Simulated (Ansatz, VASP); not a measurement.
# Nb in VASP and in Ansatz

```
Nb
1.0
    -1.69199    1.69199    1.89166
     1.49231   -1.49231    1.49231
     1.89166    1.69199   -1.69199
Nb
1
Direct
  0.00000 0.00000 0.00000
```

Alike in both runs: task single point; functional PBE; k mesh 18 × 18 × 18; occupations gaussian, width 0.1 eV; no spin polarisation.

```csv
,VASP,Ansatz
version,VASP 6.6.1,Ansatz 0.2.0
potentials or method,"VASP PAW PBE potentials, release 64 (Nb_sv), cutoff 520 eV","scalar-relativistic, plane waves, PAW"
valence electrons in the cell,13,13
```

|  | VASP | Ansatz | Ansatz less VASP |
| --- | --- | --- | --- |
| gap on the k mesh at the Fermi level (eV) | none | none | - |
| pressure (GPa) | -5.8 | -5.5 | +0.28 |
| traceless stress, the component that is largest in VASP (GPa) | -5.16 | -5.14 | +0.025 |

A gap of «none» marks a metal or a gap that the smearing closes.
